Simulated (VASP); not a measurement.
# PtSe2 (Sudovikovite) (P-3m1) in VASP: a series of runs, part 3 of 3

VASP 6.6.1. Earlier steps stand in the parts before.

## Step 5: Single point, PBE+D3(BJ)

This run uses another cell than the first one, of 22.70 Å³/atom, 1.120 times its volume.

INCAR reads:

```
SYSTEM = PtSe2
  PREC = Accurate
  ENCUT = 520
  EDIFF = 1E-6
  ISMEAR = -1
  SIGMA = 0.15
  LREAL = .FALSE.
  LASPH = .TRUE.
  NELM = 100
  ALGO = Normal
  ISIF = 2
  LWAVE = .FALSE.
  LCHARG = .TRUE.
  GGA = PE
  IVDW = 12
  LELF = .TRUE.
  LVHAR = .TRUE.
  NBANDS = 18
```

KPOINTS reads:

```
Automatic mesh
0
G
  9 9 6
  0 0 0
```

POSCAR reads:

```
PtSe2
1.0
    3.8673696071      0.0000000000      0.0000000000
   -1.9336848035      3.3492417756      0.0000000000
    0.0000000000      0.0000000000      5.2568810287
Pt Se
1 2
Direct
    0.0000000000      0.0000000000      0.0000000000
    0.3333333333      0.6666666667      0.2500000000
    0.6666666667      0.3333333333      0.7500000000
```

Potentials or basis: VASP PAW PBE potentials, release 64 (Pt, Se).

On the command line:

```
$ cat potpaw_PBE.64/Pt/POTCAR potpaw_PBE.64/Se/POTCAR > POTCAR
$ mpirun -np 1 vasp_std > vasp.out
```

OUTCAR:

```text
SYSTEM = PtSe2
   PREC = Accurate
   ENCUT = 520
   EDIFF = 1E-6
   ISMEAR = -1
   LREAL = .FALSE.
   LASPH = .TRUE.
   NELM = 100
   ISIF = 2
   GGA = PE
   IVDW = 12
 IVDW          = 12

 ion  position               nearest neighbor table
   1  0.000  0.000  0.000-   2 2.59   3 2.59   3 2.59   2 2.59   3 2.59   2 2.59
   2  0.333  0.667  0.250-   1 2.59   1 2.59   1 2.59
   3  0.667  0.333  0.750-   1 2.59   1 2.59   1 2.59

  LATTYP: Found a hexagonal cell.
 ALAT       =     3.8673696071
 C/A-ratio  =     1.3592910848

  Lattice vectors:

 A1 = (   3.8673696071,   0.0000000000,   0.0000000000)
 A2 = (  -1.9336848035,   3.3492417756,   0.0000000000)
 A3 = (   0.0000000000,   0.0000000000,   5.2568810287)

Analysis of symmetry for initial positions (statically):
=====================================================================
 Subroutine PRICEL returns:
 Original cell was already a primitive cell.

 Routine SETGRP: Setting up the symmetry group for a
 hexagonal supercell.

 Subroutine GETGRP returns: Found 12 space group operations
 (whereof 12 operations were pure point group operations)
 out of a pool of 24 trial point group operations.

The static configuration has the point symmetry D_3d.

Analysis of symmetry for dynamics (positions and initial velocities):
=====================================================================
 Subroutine PRICEL returns:
 Original cell was already a primitive cell.

 Routine SETGRP: Setting up the symmetry group for a
 hexagonal supercell.

 Subroutine GETGRP returns: Found 12 space group operations
 (whereof 12 operations were pure point group operations)
 out of a pool of 24 trial point group operations.

The dynamic configuration has the point symmetry D_3d.

 Subroutine INISYM returns: Found 12 space group operations
 (whereof 12 operations are pure point group operations),
 and found     1 'primitive' translations

[... 114 lines left out ...]
   IMIX   =      4    mixing-type and parameters
     AMIX     =   0.40;   BMIX     =  1.00
     AMIX_MAG =   1.60;   BMIX_MAG =  1.00
  volume/ion in A,a.u.               =      22.70       153.17
  Fermi-wavevector in a.u.,A,eV,Ry     =   1.123360  2.122843 17.169704  1.261938
  Thomas-Fermi vector in A             =   2.260026
   LORBIT       =      0    0 simple, 1 ext, 2 COOP (PROOUT), +10 PAW based schemes
   GGA     = PE    functional components
   LHFCALC =     F    Hartree Fock is set to
   AEXX    =    0.0000 exact exchange contribution
   IVDW    =    12    specifies the selected vdW correction
   LEPSILON=     F    determine dielectric tensor
   LRPA    =     F    only Hartree local field effects (RPA)
 non-spin polarized calculation
  energy-cutoff  :      520.00
  volume of cell :       68.09
 maximum number of plane-waves:      1848
 NGX is ok and might be reduce to    30
   NGX = 15   NGY = 15   NGZ = 19

 number of electron      21.9999998 magnetization

 Free energy of the ion-electron system (eV)
  ---------------------------------------------------
  ext. energy  EPLUGINS =         0.00000000
  ---------------------------------------------------
  free energy    TOTEN  =       -14.22195391 eV

  energy without entropy =      -14.16300409  energy(sigma->0) =      -14.19247900

 E-fermi :   4.9534     XC(G=0): -10.0849

 val. band max:        4.8214765407   @ k =   0.0000   0.2222   0.1667
 cond. band min:       5.0178723213   @ k =   0.1111   0.0000   0.0000
 fundamental gap:      0.1963957805
 Fermi energy:         4.9534472020

 k-point     1 :       0.0000    0.0000    0.0000
  band No.  band energies     occupation
      1      -9.7058      2.00000
      2      -7.5098      2.00000
      3      -1.2009      2.00000
      4      -0.5330      2.00000
      5      -0.5330      2.00000
      6       1.6580      2.00000
[... 481 lines left out ...]
      5       0.0390      2.00000
      6       0.5660      2.00000
[... 10 lines left out ...]
     17      12.7988      0.00000
     18      14.4359      0.00000

 [... further k-points ...]

------------------------ aborting loop because EDIFF is reached ----------------------------------------

 Edisp (eV)   -1.27437

 E8    (eV) :    -0.5474

  FORCE on cell =-STRESS in cart. coord.  units (eV):
  Direction    XX          YY          ZZ          XY          YZ          ZX
  --------------------------------------------------------------------------------------
  -------------------------------------------------------------------------------------
  Total      -3.92170    -3.92170    -2.99457    -0.00000     0.00000     0.00000
  in kB     -92.27721   -92.27729   -70.46205    -0.00000     0.00000     0.00000
  external pressure =      -85.01 kB  Pullay stress =        0.00 kB

 VOLUME and BASIS-vectors are now :
 -----------------------------------------------------------------------------
  energy-cutoff  :      520.00
  volume of cell :       68.09
      direct lattice vectors                 reciprocal lattice vectors
     3.867369607  0.000000000  0.000000000     0.258573682  0.149287520  0.000000000
    -1.933684804  3.349241776  0.000000000     0.000000000  0.298575041  0.000000000
     0.000000000  0.000000000  5.256881029     0.000000000  0.000000000  0.190226865

 POSITION                                       TOTAL-FORCE (eV/Angst)
 -----------------------------------------------------------------------------------
      0.00000      0.00000      0.00000        -0.000000     -0.000000      0.000000
     -0.00000      2.23283      1.31422         0.000000      0.000000     -0.583918
      1.93368      1.11641      3.94266        -0.000000     -0.000000      0.583918
 -----------------------------------------------------------------------------------
    total drift:                                0.000000      0.000000     -0.000000

  FREE ENERGIE OF THE ION-ELECTRON SYSTEM (eV)
  ---------------------------------------------------
  free  energy   TOTEN  =       -15.4963220260 eV

  energy  without entropy=      -15.4373722050  energy(sigma->0) =      -15.46684712
```

stdout:

```text
POSCAR found type information on POSCAR PtSe
 POSCAR found :  2 types and       3 ions
 scaLAPACK will be used
 LDA part: xc-table for (Slater+PW92), standard interpolation
 POSCAR, INCAR and KPOINTS ok, starting setup
 FFT: planning ... GRIDC
 FFT: planning ... GRID_SOFT
 FFT: planning ... GRID
 WAVECAR not read
 entering main loop
```

Wall time 36 s (1 thread of Intel Xeon 6975P-C (Granite Rapids), shared host); peak memory 0.24 GiB.

Results:

| Quantity | Value |
| --- | --- |
| Free energy | -15.4963 eV |
| Pressure | -8.5 GPa |
| Largest force | 0.584 eV/Å |
| Band gap on the k mesh | zero (band 11 reaches 5.39 eV, above the bottom of band 12 at 5.06 eV) |
| Dispersion energy per atom | -0.425 eV |

Forces in eV/Å, atoms in the order of the input:
```
Pt   0.000  0.000  0.000
Se   0.000  0.000 -0.584
Se   0.000  0.000  0.584
```

Levels at points of the mesh, in eV from the Fermi level:
```csv
k point,band 7,band 8,band 9,band 10,band 11,band 12,band 13,band 14,band 15,band 16
"(0.00, 0.00, 0.00)",-3.30,-2.16,-0.85,-0.85,0.44,1.38,1.38,3.57,3.97,7.40
"(0.00, 0.00, 0.50)",-3.32,-2.45,-1.63,-1.22,-1.22,2.04,2.04,4.93,5.65,6.88
```

Caveat: three body term missing; spin-orbit coupling is left out, which moves the levels of the heavy elements; pairwise dispersion overbinds metals, which lowers pressure and volume.

## Step 6: Summary

```tsv
cell	gap on the mesh (eV)	pressure (GPa)	largest force (eV/Å)
a = 3.724, b = 3.724, c = 5.062 Å, angles 90.0, 90.0, 120.0°, 3 atoms	none	3.5	0.62
a = 3.773, b = 3.773, c = 5.129 Å, angles 90.0, 90.0, 120.0°, 3 atoms	none	-1.5	0.15
a = 3.821, b = 3.821, c = 5.194 Å, angles 90.0, 90.0, 120.0°, 3 atoms	none	-5.4	0.25
a = 3.867, b = 3.867, c = 5.257 Å, angles 90.0, 90.0, 120.0°, 3 atoms	none	-8.5	0.58
```

Alike in all rows: task single point; level PBE+D3(BJ); potentials or basis VASP PAW PBE potentials, release 64 (Pt, Se); no spin polarisation; k mesh 9 × 9 × 6; cutoff (eV) 520; smearing fermi-dirac 0.15 eV.

Caveats: three body term missing; spin-orbit coupling is left out, which moves the levels of the heavy elements; pairwise dispersion overbinds metals, which lowers pressure and volume.

Total energies depend on the potentials used, so only differences within one code and one set of settings carry meaning.
